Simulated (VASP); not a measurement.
# SiO2 (I4_1/amd) in VASP: a series of runs

SiO2 is run at these levels: LDA, PBE; tasks: single point.

Everything below comes from runs of VASP 6.6.1. Logs are shortened: lines on timing, memory, paths and dates and some standing lists are left out, and cuts for length are marked.

## Step 1: The cell of the first run

It takes space group I4_1/amd (No. 141, tetragonal). Conventional cell: a = 3.470 Å, b = 3.470 Å, c = 8.384 Å, α = 90.00°, β = 90.00°, γ = 90.00°. Within 2.3 Å of Si (site symmetry -4m2) lie 6 O at 1.75 to 1.77 Å. O (site symmetry 2mm) has 3 Si at 1.75 to 1.77 Å and 2 O at 2.23 Å within 2.3 Å.

## Step 2: Single point, LDA

Input file INCAR:

```
SYSTEM = SiO2
  ALGO = Normal
  EDIFF = 1E-6
  ENCUT = 520
  ISIF = 2
  ISMEAR = -1
  LASPH = .True.
  LCHARG = .False.
  LREAL = .False.
  LWAVE = .False.
  NBANDS = 25
  NELM = 80
  PREC = Accurate
  SIGMA = 0.02
```

Input file KPOINTS:

```
k-points
0
Gamma
  10 10 10
  0 0 0
```

Input file POSCAR:

```
SiO2
1.0
   -1.7349838158      1.7349838158      4.1921491235
    1.7349838158     -1.7349838158      4.1921491235
    1.7349838158      1.7349838158     -4.1921491235
Si O
2 4
Direct
    0.7500000000      0.2500000000      0.5000000000
    0.0000000000      0.0000000000      0.0000000000
    0.5410983219      0.0410983219      0.5000000000
    0.7910983219      0.7910983219      0.0000000000
    0.2089016781      0.2089016781      0.0000000000
    0.9589016781      0.4589016781      0.5000000000
```

Potentials or basis: VASP PAW LDA potentials, release 64 (Si, O).

The run is started by

```bash
> cat potpaw_LDA.64/Si/POTCAR potpaw_LDA.64/O/POTCAR > POTCAR
> mpirun -np 1 vasp_std > vasp.out
```

OUTCAR:

```text
SYSTEM = SiO2
   EDIFF = 1E-6
   ENCUT = 520
   ISIF = 2
   ISMEAR = -1
   LASPH = .True.
   LREAL = .False.
   NELM = 80
   PREC = Accurate

 ion  position               nearest neighbor table
   1  0.750  0.250  0.500-   3 1.75   6 1.75   5 1.77   4 1.77   4 1.77   5 1.77   2 2.72   2 2.72
                             2 2.72   2 2.72
   2  0.000  0.000  0.000-   4 1.75   5 1.75   3 1.77   6 1.77   3 1.77   6 1.77   1 2.72   1 2.72
                             1 2.72   1 2.72
   3  0.541  0.041  0.500-   1 1.75   2 1.77   2 1.77
   4  0.791  0.791  0.000-   2 1.75   1 1.77   1 1.77
   5  0.209  0.209  0.000-   2 1.75   1 1.77   1 1.77
   6  0.959  0.459  0.500-   1 1.75   2 1.77   2 1.77

  LATTYP: Found a body centered tetragonal cell.
 ALAT       =     3.4699676316
 C/A-ratio  =     2.4162468176

  Lattice vectors:

 A1 = (  -1.7349838158,   1.7349838158,   4.1921491235)
 A2 = (   1.7349838158,  -1.7349838158,   4.1921491235)
 A3 = (   1.7349838158,   1.7349838158,  -4.1921491235)

Analysis of symmetry for initial positions (statically):
=====================================================================
 Subroutine PRICEL returns:
 Original cell was already a primitive cell.

 Routine SETGRP: Setting up the symmetry group for a
 body centered tetragonal supercell.

 Subroutine GETGRP returns: Found 16 space group operations
 (whereof  8 operations were pure point group operations)
 out of a pool of 16 trial point group operations.

The static configuration has the point symmetry D_2d.
 The point group associated with its full space group is D_4h.

Analysis of symmetry for dynamics (positions and initial velocities):
=====================================================================
 Subroutine PRICEL returns:
 Original cell was already a primitive cell.

 Routine SETGRP: Setting up the symmetry group for a
 body centered tetragonal supercell.

 Subroutine GETGRP returns: Found 16 space group operations
 (whereof  8 operations were pure point group operations)
 out of a pool of 16 trial point group operations.

The dynamic configuration has the point symmetry D_2d.
 The point group associated with its full space group is D_4h.

 Subroutine INISYM returns: Found 16 space group operations
 (whereof  8 operations are pure point group operations),
 and found     1 'primitive' translations

----------------------------------------------------------------------------------------

                                     Primitive cell

  volume of cell :      50.4763

  direct lattice vectors                    reciprocal lattice vectors
    -1.734983816  1.734983816  4.192149124     0.000000000  0.288187126  0.119270566
     1.734983816 -1.734983816  4.192149124     0.288187126  0.000000000  0.119270566
     1.734983816  1.734983816 -4.192149124     0.288187126  0.288187126  0.000000000

  length of vectors
     4.857412064  4.857412064  4.857412064     0.311893071  0.311893071  0.407558142

  position of ions in fractional coordinates (direct lattice)
     0.750000000  0.250000000  0.500000000
     0.000000000  0.000000000  0.000000000
     0.541098322  0.041098322  0.500000000
     0.791098322  0.791098322  0.000000000
     0.208901678  0.208901678  0.000000000
     0.958901678  0.458901678  0.500000000

  ion indices of the primitive-cell ions
   primitive index   ion index
                 1           1
                 2           2
                 3           3
                 4           4
                 5           5
                 6           6

----------------------------------------------------------------------------------------

 KPOINTS: k-points

Automatic generation of k-mesh.
 Grid dimensions read from file:
 generate k-points for:   10   10   10

 Generating k-lattice:

  Cartesian coordinates                     Fractional coordinates (reciprocal lattice)
     0.000000000  0.028818713  0.011927057     0.100000000 -0.000000000  0.000000000
     0.028818713  0.000000000  0.011927057    -0.000000000  0.100000000  0.000000000
     0.028818713  0.028818713  0.000000000     0.000000000  0.000000000  0.100000000

  Length of vectors
     0.031189307  0.031189307  0.040755814

  Shift w.r.t. Gamma in fractional coordinates (k-lattice)
     0.000000000  0.000000000  0.000000000

 Subroutine IBZKPT returns following result:
 ===========================================

 Found    102 irreducible k-points:

 Following reciprocal coordinates:
            Coordinates               Weight
  0.000000  0.000000  0.000000      1.000000
  0.100000  0.000000 -0.000000      8.000000
  0.200000  0.000000 -0.000000      8.000000
  0.300000  0.000000 -0.000000      8.000000
  0.400000  0.000000 -0.000000      8.000000
  0.500000  0.000000 -0.000000      4.000000
[... 16 lines left out ...]
  0.300000  0.300000 -0.000000      8.000000
  0.400000  0.300000  0.000000     16.000000
 [... further k-points ...]
   k-points           NKPTS =    102   k-points in BZ     NKDIM =    102   number of bands    NBANDS=     25
   number of dos      NEDOS =    301   number of ions     NIONS =      6
   total plane-waves  NPLWV =  46656
   dimension x,y,z NGX =    36 NGY =   36 NGZ =   36
   dimension x,y,z NGXF=    72 NGYF=   72 NGZF=   72
   ions per type =               2   4
   NGX,Y,Z   is equivalent  to a cutoff of  12.32, 12.32, 12.32 a.u.
   NGXF,Y,Z  is equivalent  to a cutoff of  24.64, 24.64, 24.64 a.u.
 SYSTEM =  SiO2
   PREC   = accura    normal or accurate (medium, high low for compatibility)
   ISTART =      0    job   : 0-new  1-cont  2-samecut
   ICHARG =      2    charge: 1-file 2-atom 10-const
   ISPIN  =      1    spin polarized calculation?
   LNONCOLLINEAR =      F non collinear calculations
   LSORBIT =      F    spin-orbit coupling
   LASPH  =      T    aspherical Exc in radial PAW
   ENCUT  =  520.0 eV  38.22 Ry    6.18 a.u.   9.03  9.03  9.03*2*pi/ulx,y,z
   NELM   =     80;   NELMIN=  2; NELMDL= -5     # of ELM steps
   EDIFF  = 0.1E-05   stopping-criterion for ELM
   LREAL  =      F    real-space projection
   EDIFFG = 0.1E-04   stopping-criterion for IOM
   NSW    =      0    number of steps for IOM
   IBRION =     -1    ionic relax: 0-MD 1-quasi-New 2-CG
   NFREE  =      0    steps in history (QN), initial steepest desc. (CG)
   ISIF   =      2    stress and relaxation
   ISYM   =      2    0-nonsym 1-usesym 2-fastsym
   POTIM  = 0.5000    time-step for ionic-motion
   TEBEG  =    0.0;   TEEND  =   0.0 temperature during run
   PSTRESS=    0.0 pullay stress
   NELECT =      32.0000    total number of electrons
   NUPDOWN=      -1.0000    fix difference up-down
   EMIN   =  10.00;   EMAX   =-10.00  energy-range for DOS
   EFERMI =   0.00;   METHOD = LEGACY
   ISMEAR =    -1;   SIGMA  =   0.02  broadening in eV -4-tet -1-fermi 0-gaus
   EFERMI_NEDOS =   21; number of points for ismear=-14 and -15
   IALGO  =     38    algorithm
   IMIX   =      4    mixing-type and parameters
     AMIX     =   0.40;   BMIX     =  1.00
     AMIX_MAG =   1.60;   BMIX_MAG =  1.00
  volume/ion in A,a.u.               =       8.41        56.77
  Fermi-wavevector in a.u.,A,eV,Ry     =   1.406357  2.657630 26.910154  1.977841
  Thomas-Fermi vector in A             =   2.528726
   LORBIT       =      0    0 simple, 1 ext, 2 COOP (PROOUT), +10 PAW based schemes
   GGA     = CA    functional components
   LHFCALC =     F    Hartree Fock is set to
   AEXX    =    0.0000 exact exchange contribution
   IVDW    =     0    specifies the selected vdW correction
   LEPSILON=     F    determine dielectric tensor
   LRPA    =     F    only Hartree local field effects (RPA)
 non-spin polarized calculation
  energy-cutoff  :      520.00
  volume of cell :       50.48
 maximum number of plane-waves:      1392
   NGX = 19   NGY = 19   NGZ = 19

 number of electron      32.0000012 magnetization

 Free energy of the ion-electron system (eV)
  ---------------------------------------------------
  ext. energy  EPLUGINS =         0.00000000
  ---------------------------------------------------
  free energy    TOTEN  =       -51.48171874 eV

  energy without entropy =      -51.48171874  energy(sigma->0) =      -51.48171874

 E-fermi :   6.6178     XC(G=0): -12.1299

 val. band max:        6.1123934594   @ k =  -0.4000   0.4000   0.0000
 cond. band min:      12.6187110762   @ k =   0.0000   0.0000   0.0000
 fundamental gap:      6.5063176168
 Fermi energy:         6.6178021644

 k-point     1 :       0.0000    0.0000    0.0000
  band No.  band energies     occupation
      1     -15.4562      2.00000
      2     -12.2735      2.00000
      3     -11.1859      2.00000
      4     -10.2778      2.00000
      5      -1.7354      2.00000
      6      -1.7354      2.00000
[... 17 lines left out ...]
     24      19.9667      0.00000
     25      19.9668      0.00000

 k-point     2 :       0.1000    0.0000   -0.0000
  band No.  band energies     occupation
      1     -15.3726      2.00000
      2     -12.3335      2.00000
      3     -11.1444      2.00000
      4     -10.3787      2.00000
      5      -2.0701      2.00000
      6      -1.7317      2.00000
[... 17 lines left out ...]
     24      19.9619      0.00000
     25      20.0399      0.00000

 k-point     3 :       0.2000    0.0000   -0.0000
  band No.  band energies     occupation
      1     -15.1307      2.00000
      2     -12.4641      2.00000
      3     -11.1262      2.00000
      4     -10.6173      2.00000
      5      -2.4474      2.00000
      6      -1.7162      2.00000
[... 552 lines left out ...]
 k-point    23 :       0.3000    0.3000   -0.0000
  band No.  band energies     occupation
      1     -13.9163      2.00000
      2     -12.8465      2.00000
      3     -11.4715      2.00000
      4     -11.3754      2.00000
      5      -3.5459      2.00000
      6      -1.8661      2.00000
[... 17 lines left out ...]
     24      19.8878      0.00000
     25      21.1468      0.00000

 k-point    24 :       0.4000    0.3000    0.0000
  band No.  band energies     occupation
      1     -13.5255      2.00000
      2     -12.7793      2.00000
      3     -11.9270      2.00000
      4     -11.3897      2.00000
      5      -3.6041      2.00000
      6      -2.3274      2.00000
[... 17 lines left out ...]
     24      20.1932      0.00000
     25      20.9603      0.00000

 [... further k-points ...]

------------------------ aborting loop because EDIFF is reached ----------------------------------------

  FORCE on cell =-STRESS in cart. coord.  units (eV):
  Direction    XX          YY          ZZ          XY          YZ          ZX
  --------------------------------------------------------------------------------------
  -------------------------------------------------------------------------------------
  Total        0.2312944      0.2312944      0.4911177      0.0000000      0.0000000      0.0000000
  in kB        7.3415561      7.3415561     15.5886538      0.0000000      0.0000000      0.0000000
  external PRESSURE =      10.0905887 kB  Pullay stress =       0.0000000 kB

 VOLUME and BASIS-vectors are now :
 -----------------------------------------------------------------------------
  energy-cutoff  :      520.00
  volume of cell :       50.48
      direct lattice vectors                 reciprocal lattice vectors
    -1.734983816  1.734983816  4.192149124     0.000000000  0.288187126  0.119270566
     1.734983816 -1.734983816  4.192149124     0.288187126  0.000000000  0.119270566
     1.734983816  1.734983816 -4.192149124     0.288187126  0.288187126  0.000000000

 POSITION                                       TOTAL-FORCE (eV/Angst)
 -----------------------------------------------------------------------------------
     -0.00000      1.73498      2.09607        -0.000000     -0.000000      0.000000
      0.00000      0.00000      0.00000        -0.000000     -0.000000      0.000000
      0.00000      1.73498      0.34458        -0.000000      0.000000     -0.033839
      0.00000      0.00000      6.63280         0.000000     -0.000000     -0.033839
      0.00000      0.00000      1.75149         0.000000     -0.000000      0.033839
      0.00000      1.73498      3.84757        -0.000000      0.000000      0.033839
 -----------------------------------------------------------------------------------
    total drift:                                0.000000     -0.000000     -0.000000

  FREE ENERGIE OF THE ION-ELECTRON SYSTEM (eV)
  ---------------------------------------------------
  free  energy   TOTEN  =       -51.4817187444 eV

  energy  without entropy=      -51.4817187444  energy(sigma->0) =      -51.48171874
```

Wall time 1.9 min (1 thread of Intel Xeon Platinum 8259CL at 2.50GHz (Skylake/Cascade Lake), shared host); peak memory 0.22 GiB.

What came out:

```yaml
Free_energy: -51.4817 eV
Pressure: 1.0 GPa
Largest_force: 0.034 eV/Å
Band_gap_on_the_k_mesh: 6.51 eV (least direct gap 7.26 eV)
```

Forces in eV/Å, atoms in the order of the input:
```
Si   0.000  0.000  0.000
Si   0.000  0.000  0.000
O    0.000  0.000 -0.034
O    0.000  0.000 -0.034
O    0.000  0.000  0.034
O    0.000  0.000  0.034
```

Stress tensor (GPa, compression positive):
```
0.73 0.00 0.00
0.00 0.73 0.00
0.00 0.00 1.56
```

A k mesh can miss the band edges.

(Part 1 of 2 ends here.)
